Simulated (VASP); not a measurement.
# Ti5Sn3O16 (P1) in VASP: single point with PBEsol

Aim: the single point of Ti5Sn3O16 with PBEsol.

All numbers are computed with VASP 6.6.1; they aren't measurements. Logs are shortened: lines on timing, memory, paths and dates and some standing lists are left out, and cuts for length are marked.

## 1. The cell of the first run

The typed cell holds 72 atoms: a = 9.340 Å, b = 9.356 Å, c = 9.113 Å, α = 90.00°, β = 90.00°, γ = 90.00°.

## 2. Single point, PBEsol

Contents of INCAR:

```
SYSTEM = Ti5Sn3O16
PREC = Accurate
ENCUT = 520
EDIFF = 1E-7
ISMEAR = -1
SIGMA = 0.05
LREAL = Auto
LASPH = .True.
NELM = 100
ALGO = Normal
ISIF = 2
LWAVE = .False.
LCHARG = .False.
GGA = PS
NBANDS = 339
```

Contents of KPOINTS:

```
Automatic mesh
0
Gamma
  1 1 1
  0.5 0.5 0.5
```

Contents of POSCAR:

```
Ti5Sn3O16
1.0
    9.3396415426      0.0000000000      0.0000000000
    0.0000000000      9.3558040492      0.0000000000
    0.0000000000      0.0000000000      9.1132454922
Ti Sn O
15 9 48
Direct
    0.0069300000      0.0015060000      0.9917170000
    0.0029440000      0.0082580000      0.6761140000
    0.9932580000      0.4996010000      0.9948200000
    0.4925750000      0.9987660000      0.0091720000
    0.4915360000      0.0034610000      0.3398030000
    0.5009770000      0.9910810000      0.6758240000
    0.5001430000      0.5043010000      0.3365190000
    0.4943870000      0.5090520000      0.6576410000
    0.2474860000      0.2533120000      0.1701960000
    0.2600580000      0.2521950000      0.4951680000
    0.2512040000      0.7513710000      0.1730450000
    0.2484440000      0.7620240000      0.5088100000
    0.2481010000      0.7462330000      0.8437500000
    0.7342960000      0.2562210000      0.8319200000
    0.7521710000      0.7590190000      0.8319920000
    0.0062360000      0.9979300000      0.3317320000
    0.0070530000      0.4986460000      0.3294200000
    0.0036750000      0.4995430000      0.6689760000
    0.4962530000      0.5022810000      0.9986670000
    0.2527380000      0.2451830000      0.8314710000
    0.7481690000      0.2453190000      0.1610070000
    0.7471010000      0.2456060000      0.5029590000
    0.7477530000      0.7526540000      0.1608840000
    0.7466420000      0.7511110000      0.5042490000
    0.1536160000      0.1463220000      0.0083350000
    0.1587210000      0.1557980000      0.3315070000
    0.1518290000      0.1498680000      0.6559080000
    0.1565940000      0.6534460000      0.9983750000
    0.1575460000      0.6592930000      0.3329580000
    0.1575550000      0.6587290000      0.6667090000
    0.6457170000      0.1478790000      0.9876420000
    0.6455380000      0.1450100000      0.3323860000
    0.6481430000      0.1461040000      0.6760170000
    0.6505250000      0.6549890000      0.9882170000
    0.6463070000      0.6497550000      0.3322510000
    0.6488870000      0.6477480000      0.6763250000
    0.3499400000      0.3410930000      0.0077280000
    0.3459440000      0.3472780000      0.3305730000
    0.3504630000      0.3482400000      0.6566710000
    0.3509320000      0.8430290000      0.9974340000
    0.3438700000      0.8515300000      0.3334070000
    0.3499250000      0.8472800000      0.6644490000
    0.8454580000      0.3504710000      0.9874570000
    0.8533860000      0.3400200000      0.3320340000
    0.8462420000      0.3441790000      0.6764910000
    0.8498160000      0.8513720000      0.9877070000
    0.8507100000      0.8444030000      0.3325830000
    0.8521060000      0.8475770000      0.6765290000
    0.1012170000      0.3976700000      0.1545300000
    0.1063950000      0.3971110000      0.4997670000
    0.1011170000      0.4025110000      0.8428090000
    0.1019060000      0.8965380000      0.1559120000
    0.1025850000      0.8996260000      0.5079830000
    0.1032470000      0.9047360000      0.8317320000
    0.5963300000      0.4054970000      0.1748100000
    0.5925870000      0.4071550000      0.4980360000
    0.5927170000      0.3971970000      0.8235020000
    0.5912690000      0.9072940000      0.1653310000
    0.5906320000      0.9062860000      0.5002650000
    0.5964650000      0.9002440000      0.8298330000
    0.4019520000      0.0944330000      0.1651960000
    0.4032580000      0.0984300000      0.4985240000
    0.4026330000      0.0865960000      0.8331380000
    0.3996690000      0.6018110000      0.1751160000
    0.4043450000      0.5993030000      0.4984630000
    0.3949290000      0.5966340000      0.8221920000
    0.9034840000      0.0901690000      0.1553910000
    0.9025500000      0.0887340000      0.5085180000
    0.9107330000      0.0968550000      0.8332100000
    0.9034900000      0.5943130000      0.1558640000
    0.9000090000      0.5940770000      0.4991530000
    0.9035940000      0.6018650000      0.8423240000
```

Potentials or basis: VASP PAW PBE potentials, release 64 (Ti_sv, Sn_d, O).

Command:

```
cat potpaw_PBE.64/Ti_sv/POTCAR potpaw_PBE.64/Sn_d/POTCAR potpaw_PBE.64/O/POTCAR > POTCAR
mpirun -np 1 vasp_std > vasp.out
```

OUTCAR:

```text
SYSTEM = Ti5Sn3O16
   PREC = Accurate
   ENCUT = 520
   EDIFF = 1E-7
   ISMEAR = -1
   LREAL = Auto
   LASPH = .True.
   NELM = 100
   ISIF = 2
   GGA = PS

 ion  position               nearest neighbor table
   1  0.007  0.002  0.992-  69 1.92  25 1.93  54 1.94  67 1.96  52 2.00  46 2.03   2 2.88  16 3.10

   2  0.003  0.008  0.676-  69 1.87  27 1.93  68 1.94  54 1.96  48 2.06  53 2.06   1 2.88  16 3.14

   3  0.993  0.500  0.995-  72 1.88  70 1.91  51 1.94  43 1.96  49 2.01  28 2.10  18 2.97  17 3.05
[... 13 lines left out ...]
  15  0.752  0.759  0.832-  48 1.89  46 1.90  60 1.96  34 1.97  36 2.01  72 2.04  24 2.99  23 3.00

  16  0.006  0.998  0.332-  47 2.04  26 2.05  53 2.06  67 2.06  68 2.06  52 2.07   1 3.10   2 3.14
                            23 3.68  21 3.69  22 3.70  24 3.70
  17  0.007  0.499  0.329-  50 2.04  71 2.05  49 2.05  29 2.06  70 2.06  44 2.06   3 3.05  18 3.09
                            21 3.72  23 3.72  22 3.74  24 3.75
  18  0.004  0.500  0.669-  71 2.03  51 2.04  50 2.05  45 2.07  30 2.07  72 2.07   3 2.97  17 3.09
                            20 3.64  24 3.68  22 3.70
  19  0.496  0.502  0.999-  34 2.03  37 2.04  66 2.06  64 2.07  55 2.07  57 2.08   7 3.08   8 3.11
                            23 3.63  20 3.64  21 3.67
  20  0.253  0.245  0.831-  63 2.04  51 2.05  37 2.05  27 2.06  39 2.07  25 2.08  10 3.07   9 3.09
                            18 3.64  19 3.64
  21  0.748  0.245  0.161-  44 2.04  67 2.05  32 2.06  31 2.06  55 2.07  43 2.07  14 3.00  22 3.12
                            19 3.67  16 3.69  17 3.72
  22  0.747  0.246  0.503-  44 2.05  32 2.05  33 2.05  45 2.05  68 2.07  56 2.09  14 3.00  21 3.12
                            16 3.70  18 3.70  17 3.74
  23  0.748  0.753  0.161-  47 2.03  34 2.03  58 2.06  46 2.06  35 2.06  70 2.08  15 3.00  24 3.13
                            19 3.63  16 3.68  17 3.72
  24  0.747  0.751  0.504-  47 2.04  71 2.05  36 2.06  59 2.06  35 2.06  48 2.06  15 2.99  23 3.13
                            18 3.68  16 3.70  17 3.75
  25  0.154  0.146  0.008-   1 1.93   9 1.99  20 2.08
  26  0.159  0.156  0.332-   9 1.92  10 1.98  16 2.05
  27  0.152  0.150  0.656-   2 1.93  10 2.02  20 2.06
  28  0.157  0.653  0.998-  13 1.86  11 2.04   3 2.10
  29  0.158  0.659  0.333-  11 1.91  12 2.05  17 2.06
  30  0.158  0.659  0.667-  12 1.93  13 2.00  18 2.07
[... 40 lines left out ...]
  71  0.900  0.594  0.499-  18 2.03  17 2.05  24 2.05
  72  0.904  0.602  0.842-   3 1.88  15 2.04  18 2.07

  LATTYP: Found a simple orthorhombic cell.
 ALAT       =     9.1132454922
 B/A-ratio  =     1.0248425274
 C/A-ratio  =     1.0266160455

  Lattice vectors:

 A1 = (   0.0000000000,   0.0000000000,   9.1132454922)
 A2 = (   9.3396415426,   0.0000000000,   0.0000000000)
 A3 = (   0.0000000000,   9.3558040492,   0.0000000000)

Analysis of symmetry for initial positions (statically):
=====================================================================
 Subroutine PRICEL returns:
 Original cell was already a primitive cell.

 Routine SETGRP: Setting up the symmetry group for a
 simple orthorhombic supercell.

 Subroutine GETGRP returns: Found  1 space group operations
 (whereof  1 operations were pure point group operations)
 out of a pool of  8 trial point group operations.

The static configuration has the point symmetry C_1 .

Analysis of symmetry for dynamics (positions and initial velocities):
=====================================================================
 Subroutine PRICEL returns:
 Original cell was already a primitive cell.

 Routine SETGRP: Setting up the symmetry group for a
 simple orthorhombic supercell.

 Subroutine GETGRP returns: Found  1 space group operations
 (whereof  1 operations were pure point group operations)
 out of a pool of  8 trial point group operations.

The dynamic configuration has the point symmetry C_1 .

 Subroutine INISYM returns: Found  1 space group operations
 (whereof  1 operations are pure point group operations),
[... 176 lines left out ...]
     0.107070490  0.000000000  0.000000000     1.000000000  0.000000000  0.000000000
     0.000000000  0.106885522  0.000000000     0.000000000  1.000000000  0.000000000
     0.000000000  0.000000000  0.109730392     0.000000000  0.000000000  1.000000000

  Length of vectors
     0.107070490  0.106885522  0.109730392

  Shift w.r.t. Gamma in fractional coordinates (k-lattice)
     0.500000000  0.500000000  0.500000000

 Subroutine IBZKPT returns following result:
 ===========================================

 Found      1 irreducible k-points:

 Following reciprocal coordinates:
            Coordinates               Weight
  0.500000  0.500000  0.500000      1.000000
   k-points           NKPTS =      1   k-points in BZ     NKDIM =      1   number of bands    NBANDS=    339
   number of dos      NEDOS =    301   number of ions     NIONS =     72
   total plane-waves  NPLWV = 343000
   dimension x,y,z NGX =    70 NGY =   70 NGZ =   70
   dimension x,y,z NGXF=   140 NGYF=  140 NGZF=  140
   ions per type =              15   9  48
   NGX,Y,Z   is equivalent  to a cutoff of  12.46, 12.44, 12.77 a.u.
   NGXF,Y,Z  is equivalent  to a cutoff of  24.92, 24.88, 25.54 a.u.
 SYSTEM =  Ti5Sn3O16
   PREC   = accura    normal or accurate (medium, high low for compatibility)
   ISTART =      0    job   : 0-new  1-cont  2-samecut
   ICHARG =      2    charge: 1-file 2-atom 10-const
   ISPIN  =      1    spin polarized calculation?
   LNONCOLLINEAR =      F non collinear calculations
   LSORBIT =      F    spin-orbit coupling
   LASPH  =      T    aspherical Exc in radial PAW
   ENCUT  =  520.0 eV  38.22 Ry    6.18 a.u.  17.37 17.40 16.94*2*pi/ulx,y,z
   NELM   =    100;   NELMIN=  2; NELMDL= -5     # of ELM steps
   EDIFF  = 0.1E-06   stopping-criterion for ELM
   LREAL  =      T    real-space projection
   EDIFFG = 0.1E-05   stopping-criterion for IOM
   NSW    =      0    number of steps for IOM
   IBRION =     -1    ionic relax: 0-MD 1-quasi-New 2-CG
   NFREE  =      0    steps in history (QN), initial steepest desc. (CG)
   ISIF   =      2    stress and relaxation
   ISYM   =      2    0-nonsym 1-usesym 2-fastsym
   POTIM  = 0.5000    time-step for ionic-motion
   TEBEG  =    0.0;   TEEND  =   0.0 temperature during run
   PSTRESS=    0.0 pullay stress
   NELECT =     594.0000    total number of electrons
   NUPDOWN=      -1.0000    fix difference up-down
   EMIN   =  10.00;   EMAX   =-10.00  energy-range for DOS
   EFERMI =   0.00;   METHOD = LEGACY
   ISMEAR =    -1;   SIGMA  =   0.05  broadening in eV -4-tet -1-fermi 0-gaus
   EFERMI_NEDOS =   21; number of points for ismear=-14 and -15
   IALGO  =     38    algorithm
   IMIX   =      4    mixing-type and parameters
     AMIX     =   0.40;   BMIX     =  1.00
     AMIX_MAG =   1.60;   BMIX_MAG =  1.00
  volume/ion in A,a.u.               =      11.06        74.64
  Fermi-wavevector in a.u.,A,eV,Ry     =   1.484712  2.805699 29.992266  2.204369
  Thomas-Fermi vector in A             =   2.598214
   LORBIT       =      0    0 simple, 1 ext, 2 COOP (PROOUT), +10 PAW based schemes
   GGA     = PS    functional components
   LHFCALC =     F    Hartree Fock is set to
   AEXX    =    0.0000 exact exchange contribution
   IVDW    =     0    specifies the selected vdW correction
   LEPSILON=     F    determine dielectric tensor
   LRPA    =     F    only Hartree local field effects (RPA)
 non-spin polarized calculation
  energy-cutoff  :      520.00
  volume of cell :      796.31
 maximum number of plane-waves:     21456
 NGX is ok and might be reduce to    70
   NGX = 35   NGY = 35   NGZ = 33

 number of electron     594.0000023 magnetization

 Free energy of the ion-electron system (eV)
  ---------------------------------------------------
  ext. energy  EPLUGINS =         0.00000000
  ---------------------------------------------------
  free energy    TOTEN  =      -597.75273508 eV

  energy without entropy =     -597.75273508  energy(sigma->0) =     -597.75273508

 E-fermi :   6.0997     XC(G=0): -11.5914

 val. band max:        4.7868510909   @ k =   0.5000   0.5000   0.5000
 cond. band min:       7.5052532431   @ k =   0.5000   0.5000   0.5000
 fundamental gap:      2.7184021522
 Fermi energy:         6.0996562441

 k-point     1 :       0.5000    0.5000    0.5000
  band No.  band energies     occupation
      1     -51.4404      2.00000
      2     -51.4377      2.00000
      3     -51.4285      2.00000
      4     -51.4089      2.00000
      5     -51.4036      2.00000
      6     -51.3912      2.00000
[... 301 lines left out ...]
    308       7.8216      0.00000
    309       7.8554      0.00000
 [bands above 309 left out]

------------------------ aborting loop because EDIFF is reached ----------------------------------------

  FORCE on cell =-STRESS in cart. coord.  units (eV):
  Direction    XX          YY          ZZ          XY          YZ          ZX
  --------------------------------------------------------------------------------------
  -------------------------------------------------------------------------------------
  Total        2.8127554      2.8423744      4.2767249     -1.7684187     -0.1766487     -0.2890934
  in kB        5.6592406      5.7188338      8.6047351     -3.5580437     -0.3554158     -0.5816535
  external PRESSURE =       6.6609365 kB  Pullay stress =       0.0000000 kB

 VOLUME and BASIS-vectors are now :
 -----------------------------------------------------------------------------
  energy-cutoff  :      520.00
  volume of cell :      796.31
      direct lattice vectors                 reciprocal lattice vectors
     9.339641543  0.000000000  0.000000000     0.107070490  0.000000000  0.000000000
     0.000000000  9.355804049  0.000000000     0.000000000  0.106885522  0.000000000
     0.000000000  0.000000000  9.113245492     0.000000000  0.000000000  0.109730392

 POSITION                                       TOTAL-FORCE (eV/Angst)
 -----------------------------------------------------------------------------------
      0.06472      0.01409      9.03776        -0.007472     -0.012275      0.021948
      0.02750      0.07726      6.16159         0.000268     -0.022493     -0.039889
      9.27667      4.67417      9.06604         0.030221     -0.010528      0.026478
      4.60047      9.34426      0.08359         0.016123      0.000402     -0.031007
      4.59077      0.03238      3.09671         0.017872     -0.015548     -0.019251
      4.67895      9.27236      6.15895        -0.011238      0.032156     -0.043662
[... 64 lines left out ...]
      8.40576      5.55807      4.54890        -0.016207      0.008036     -0.005299
      8.43924      5.63093      7.67631        -0.027195      0.039671     -0.010270
 -----------------------------------------------------------------------------------
    total drift:                                0.023547      0.013944      0.019556

  FREE ENERGIE OF THE ION-ELECTRON SYSTEM (eV)
  ---------------------------------------------------
  free  energy   TOTEN  =      -597.7527350765 eV

  energy  without entropy=     -597.7527350765  energy(sigma->0) =     -597.75273508
```

It took 16 min on 1 thread of AMD EPYC 7R43 (Zen 3), shared host; peak memory 0.76 GiB.

What came out:

```yaml
Free_energy: -597.7527 eV
Pressure: 0.7 GPa
Largest_force: 0.070 eV/Å
Band_gap_on_the_k_mesh: 2.72 eV
```

Forces on the atoms (eV/Å):
```
Ti  -0.007 -0.012  0.022
Ti   0.000 -0.022 -0.040
Ti   0.030 -0.011  0.026
Ti   0.016  0.000 -0.031
Ti   0.018 -0.016 -0.019
Ti  -0.011  0.032 -0.044
Ti  -0.011 -0.010 -0.011
Ti   0.012 -0.026  0.026
Ti   0.006 -0.003 -0.012
Ti  -0.026 -0.005  0.008
Ti   0.008 -0.007 -0.007
Ti   0.019 -0.037 -0.041
Ti   0.007  0.014 -0.042
Ti   0.043 -0.025  0.005
Ti  -0.017 -0.035  0.001
Sn  -0.016 -0.002  0.002
Sn  -0.018 -0.006 -0.014
Sn   0.005 -0.014  0.014
Sn   0.002  0.012 -0.002
Sn  -0.005  0.005  0.010
Sn   0.000  0.009 -0.011
Sn   0.003  0.019  0.011
Sn   0.014 -0.007  0.005
Sn   0.008 -0.013  0.013
O   -0.007 -0.008  0.009
O   -0.011 -0.011  0.009
O   -0.004 -0.002 -0.011
O   -0.032 -0.032  0.026
O   -0.006 -0.003  0.014
O   -0.008 -0.005  0.014
O   -0.023 -0.019 -0.006
O   -0.015 -0.017 -0.003
O   -0.022 -0.023  0.001
O   -0.006 -0.010 -0.015
O   -0.007 -0.007 -0.006
O   -0.004 -0.007  0.012
O    0.008  0.000  0.004
O    0.031  0.030 -0.009
O    0.025  0.022  0.010
O    0.009  0.006  0.012
O    0.010  0.012  0.005
O    0.009  0.007  0.026
O    0.013  0.011 -0.008
O    0.016  0.010 -0.002
O    0.011  0.011  0.002
O    0.029  0.027 -0.001
O    0.011  0.008 -0.001
O    0.036  0.031 -0.009
O    0.000  0.000 -0.020
O    0.023 -0.026  0.004
O    0.010 -0.007  0.007
O    0.007 -0.011 -0.018
O   -0.013  0.012  0.015
O    0.023 -0.022 -0.008
O    0.009 -0.005  0.003
O    0.016 -0.018  0.008
O   -0.021  0.017 -0.013
O    0.006 -0.006  0.022
O    0.007 -0.006 -0.004
O    0.013 -0.015  0.029
O   -0.032  0.030  0.017
O   -0.007  0.008  0.027
O   -0.005  0.000  0.002
O   -0.015  0.015  0.005
O   -0.037  0.037 -0.019
O   -0.018  0.012 -0.005
O   -0.003  0.001 -0.005
O   -0.007  0.000  0.004
O   -0.046  0.051  0.013
O   -0.014  0.012  0.008
O   -0.016  0.008 -0.005
O   -0.027  0.040 -0.010
```

Stress tensor (GPa, compression positive):
```
 0.57 -0.36 -0.06
-0.36  0.57 -0.04
-0.06 -0.04  0.86
```

Caveat: the k points lie up to 0.69 Å⁻¹ apart; the PAW data sets were made with another functional, which shifts forces and pressure a little; spin-orbit coupling is left out, which moves the levels of the heavy elements; a shifted mesh leaves out Γ, where band edges can lie.
